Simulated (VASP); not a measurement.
# Fe (R-3m) in VASP: notebook, part 2 of 2

VASP 6.6.1. The steps go on from the part before.

### 4 Single point, PBEsol

This run uses another cell than the first one: it holds 12 atoms, not 2.

INCAR

```
SYSTEM = Fe
  ALGO = Fast
  EDIFF = 1E-7
  ENCUT = 520
  GGA = PS
  ISIF = 2
  ISMEAR = 0
  LASPH = .True.
  LCHARG = .False.
  LREAL = .False.
  LWAVE = .False.
  NBANDS = 60
  NELM = 60
  PREC = Accurate
  SIGMA = 0.1
```

KPOINTS

```
k-points
0
Gamma
  9 9 9
  0 0 0
```

POSCAR

```
Fe
1.0
    2.9294363487      1.6913108645      5.2814393601
   -2.9294363487      1.6913108645      5.2814393601
    0.0000000000     -3.3826217290      5.2814393601
Fe
12
Direct
    0.0207095060      0.6308351817      0.0207095060
    0.0207095060      0.0207095060      0.6308351817
    0.6308351817      0.0207095060      0.0207095060
    0.9792904940      0.3691648183      0.9792904940
    0.3691648183      0.9792904940      0.9792904940
    0.9792904940      0.9792904940      0.3691648183
    0.2332278523      0.6100785046      0.2332278523
    0.2332278523      0.2332278523      0.6100785046
    0.6100785046      0.2332278523      0.2332278523
    0.7667721477      0.3899214954      0.7667721477
    0.3899214954      0.7667721477      0.7667721477
    0.7667721477      0.7667721477      0.3899214954
```

Potentials or basis: VASP PAW PBE potentials, release 64 (Fe).

Launch:

```bash
$ cat potpaw_PBE.64/Fe/POTCAR > POTCAR
$ mpirun -np 1 vasp_std > vasp.out
```

OUTCAR:

```text
SYSTEM = Fe
   EDIFF = 1E-7
   ENCUT = 520
   GGA = PS
   ISIF = 2
   ISMEAR = 0
   LASPH = .True.
   LREAL = .False.
   NELM = 60
   PREC = Accurate

 ion  position               nearest neighbor table
   1  0.021  0.631  0.021-   4 1.97  12 2.27  11 2.27   7 2.28   3 2.28   2 2.28
   2  0.021  0.021  0.631-   6 1.97  10 2.27  11 2.27   8 2.28   1 2.28   3 2.28
   3  0.631  0.021  0.021-   5 1.97  12 2.27  10 2.27   9 2.28   1 2.28   2 2.28
   4  0.979  0.369  0.979-   1 1.97   8 2.27   9 2.27  10 2.28   5 2.28   6 2.28
   5  0.369  0.979  0.979-   3 1.97   8 2.27   7 2.27  11 2.28   4 2.28   6 2.28
   6  0.979  0.979  0.369-   2 1.97   7 2.27   9 2.27  12 2.28   5 2.28   4 2.28
   7  0.233  0.610  0.233-   9 2.21   8 2.21  12 2.26  11 2.26   6 2.27   5 2.27   1 2.28
   8  0.233  0.233  0.610-   7 2.21   9 2.21  10 2.26  11 2.26   4 2.27   5 2.27   2 2.28
   9  0.610  0.233  0.233-   7 2.21   8 2.21  12 2.26  10 2.26   6 2.27   4 2.27   3 2.28
  10  0.767  0.390  0.767-  11 2.21  12 2.21   8 2.26   9 2.26   2 2.27   3 2.27   4 2.28
  11  0.390  0.767  0.767-  10 2.21  12 2.21   8 2.26   7 2.26   2 2.27   1 2.27   5 2.28
  12  0.767  0.767  0.390-  10 2.21  11 2.21   7 2.26   9 2.26   1 2.27   3 2.27   6 2.28

  LATTYP: Found a trigonal (rhomboedric) cell.
[... 1726 lines left out ...]

  FORCE on cell =-STRESS in cart. coord.  units (eV):
  Direction    XX          YY          ZZ          XY          YZ          ZX
  --------------------------------------------------------------------------------------
  -------------------------------------------------------------------------------------
  Total       -0.8071560     -0.8071560     -1.1659564      0.0000000      0.0000000      0.0000000
  in kB       -8.2367712     -8.2367712    -11.8982160      0.0000000      0.0000000      0.0000000
  external PRESSURE =      -9.4572528 kB  Pullay stress =       0.0000000 kB

 VOLUME and BASIS-vectors are now :
 -----------------------------------------------------------------------------
  energy-cutoff  :      520.00
  volume of cell :      157.00
      direct lattice vectors                 reciprocal lattice vectors
     2.929436349  1.691310864  5.281439360     0.170681299  0.098542894  0.063114108
    -2.929436349  1.691310864  5.281439360    -0.170681299  0.098542894  0.063114108
     0.000000000 -3.382621729  5.281439360     0.000000000 -0.197085787  0.063114108

 POSITION                                       TOTAL-FORCE (eV/Angst)
 -----------------------------------------------------------------------------------
     -1.78732      1.03191      3.55047         0.019792     -0.011427     -0.061241
      0.00000     -2.06382      3.55047        -0.000000      0.022853     -0.061241
      1.78732      1.03191      3.55047        -0.019792     -0.011427     -0.061241
      1.78732     -1.03191     12.29385        -0.019792      0.011427      0.061241
     -1.78732     -1.03191     12.29385         0.019792      0.011427      0.061241
      0.00000      2.06382     12.29385        -0.000000     -0.022853      0.061241
     -1.10396      0.63737      5.68565        -0.002750      0.001587     -0.000818
      0.00000     -1.27474      5.68565        -0.000000     -0.003175     -0.000818
      1.10396      0.63737      5.68565         0.002750      0.001587     -0.000818
      1.10396     -0.63737     10.15867         0.002750     -0.001587      0.000818
     -1.10396     -0.63737     10.15867        -0.002750     -0.001587      0.000818
      0.00000      1.27474     10.15867        -0.000000      0.003175      0.000818
 -----------------------------------------------------------------------------------
    total drift:                                0.000000      0.000000     -0.000000

  FREE ENERGIE OF THE ION-ELECTRON SYSTEM (eV)
  ---------------------------------------------------
  free  energy   TOTEN  =       -95.4569793994 eV

  energy  without entropy=      -95.3617236176  energy(sigma->0) =      -95.40935151
```

OSZICAR:

```text
N       E                     dE             d eps       ncg     rms          rms(c)
DAV:   1     0.844939214843E+03    0.84494E+03   -0.40184E+04 10200   0.202E+03
DAV:   2    -0.385676548727E+01   -0.84880E+03   -0.82032E+03 10200   0.437E+02
DAV:   3    -0.960921385458E+02   -0.92235E+02   -0.81113E+02 12500   0.177E+02
[... 13 lines left out ...]
RMM:  17    -0.954569778353E+02   -0.69592E-06   -0.58758E-05 16012   0.249E-02    0.265E-03
RMM:  18    -0.954569789538E+02   -0.11186E-05   -0.10184E-05 15993   0.820E-03    0.749E-04
RMM:  19    -0.954569792310E+02   -0.27713E-06   -0.22564E-06 12339   0.353E-03    0.797E-04
RMM:  20    -0.954569793647E+02   -0.13374E-06   -0.39142E-07  8869   0.224E-03    0.195E-04
RMM:  21    -0.954569793994E+02   -0.34718E-07   -0.10890E-07  7751   0.166E-03
   1 F= -.95456979E+02 E0= -.95409352E+02  d E =-.952558E-01
```

stdout:

```text
POSCAR found type information on POSCAR Fe
 POSCAR found :  1 types and      12 ions
 scaLAPACK will be used
 -----------------------------------------------------------------------------
|                                                                             |
|                                                                             |
|     You enforced a specific xc type in the INCAR file but a different       |
|     I HOPE YOU KNOW WHAT YOU ARE DOING!                                     |
|                                                                             |
 -----------------------------------------------------------------------------

 LDA part: xc-table for (Slater+PW92), standard interpolation
 POSCAR, INCAR and KPOINTS ok, starting setup
 FFT: planning ... GRIDC
 FFT: planning ... GRID_SOFT
 FFT: planning ... GRID
 WAVECAR not read
 entering main loop
```

Wall time 23 min (1 thread of Intel Xeon Platinum 8488C (Sapphire Rapids), shared host); peak memory 0.68 GiB.

What came out:

```
Free energy            : -95.4570 eV
Pressure               : -0.9 GPa
Largest force          : 0.065 eV/Å
Band gap on the k mesh : zero (bands 48 and 49 overlap by 0.31 eV)
```

Forces in eV/Å, atoms in the order of the input:
```
Fe   0.020 -0.011 -0.061
Fe   0.000  0.023 -0.061
Fe  -0.020 -0.011 -0.061
Fe  -0.020  0.011  0.061
Fe   0.020  0.011  0.061
Fe   0.000 -0.023  0.061
Fe  -0.003  0.002 -0.001
Fe   0.000 -0.003 -0.001
Fe   0.003  0.002 -0.001
Fe   0.003 -0.002  0.001
Fe  -0.003 -0.002  0.001
Fe   0.000  0.003  0.001
```

Levels at points of the mesh, in eV from the Fermi level:
```
           k point  band 44  band 45  band 46  band 47  band 48  band 49  band 50  band 51  band 52  band 53
(0.00, 0.00, 0.00)    -0.55    -0.18    -0.18     0.06     0.16     0.16     0.34     0.34     0.49     0.75
```

Caveat: atoms lie so close that the PAW spheres overlap strongly, which falsifies energies and pressures; the PAW data sets were made with another functional, which shifts forces and pressure a little; the run has no spin polarisation, though such a crystal can be magnetic. Spin polarisation is off, so any magnetic state and its effect on volume and gap are missing.

### 5 Overview

```tsv
task	spin	cell	k mesh	cutoff (eV)	gap on the mesh (eV)	pressure (GPa)	moment (μB)	largest force (eV/Å)
single point	collinear, ferromagnetic start	a = 3.414 Å, angles 54.5°, 2 atoms, atomic positions A	9 × 9 × 9	520	none	0.8	2.66	1.81
relaxation of cell and atoms	collinear, ferromagnetic start	relaxed from a = 3.414 Å, angles 54.5°, 2 atoms, atomic positions A	6 × 6 × 6	600	none	-0.1	0.00	0.01
single point	off	a = 6.272 Å, angles 55.7°, 12 atoms, atomic positions B	9 × 9 × 9	520	none	-0.9	-	0.07
```

Alike in all rows: level PBEsol; potentials or basis VASP PAW PBE potentials, release 64 (Fe); smearing gaussian 0.1 eV.

Caveats: some runs use coarse meshes; the PAW data sets were made with another functional, which shifts forces and pressure a little; atoms lie so close that the PAW spheres overlap strongly, which falsifies energies and pressures (at least some runs).

Absolute energies hang on the potentials; compare differences alone.
